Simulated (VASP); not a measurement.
Crystal: ScCu.

```
Sc Cu
1.0
     3.25600    0.00000    0.00000
     0.00000    3.25600    0.00000
     0.00000    0.00000    3.25600
Sc Cu
1 1
Direct
  0.50000 0.50000 0.50000
  0.00000 0.00000 0.00000
```

- Program: VASP 6.6.1
- Task: relaxation of cell and atoms
- Functional: LDA
- Potentials or basis: VASP PAW LDA potentials, release 64 (Sc_sv, Cu)
- Cutoff: 600 eV
- k mesh: 8 × 8 × 8
- Occupations: fermi-dirac, width 0.1 eV
- Spin: no spin polarisation

At the start: pressure -7.1 GPa; volume 17.26 Å³/atom.

Question: Where does the relaxation end?

Answer: Over 3 steps the energy falls by 30.7 meV/atom and the volume is 15.96 Å³/atom (-7.5 %); space group Pm-3m (No. 221, to 0.1 Å) before and after.

Step by step:
```tsv
step	energy change (eV)	largest force (eV/Å)	pressure (GPa)	volume (Å³)
1	0.0000	0.0000	-7.05	34.52
2	-0.0490	0.0000	3.88	30.86
3	-0.0613	0.0000	-0.01	31.92
```

Final structure:
```yaml
crystal:
  lattice:
    - [3.17207, 0.00000, 0.00000]
    - [0.00000, 3.17207, 0.00000]
    - [0.00000, 0.00000, 3.17207]
  atoms:
    - { symbol: Sc, position: [0.50000, 0.50000, 0.50000] }
    - { symbol: Cu, position: [0.00000, 0.00000, 0.00000] }
```
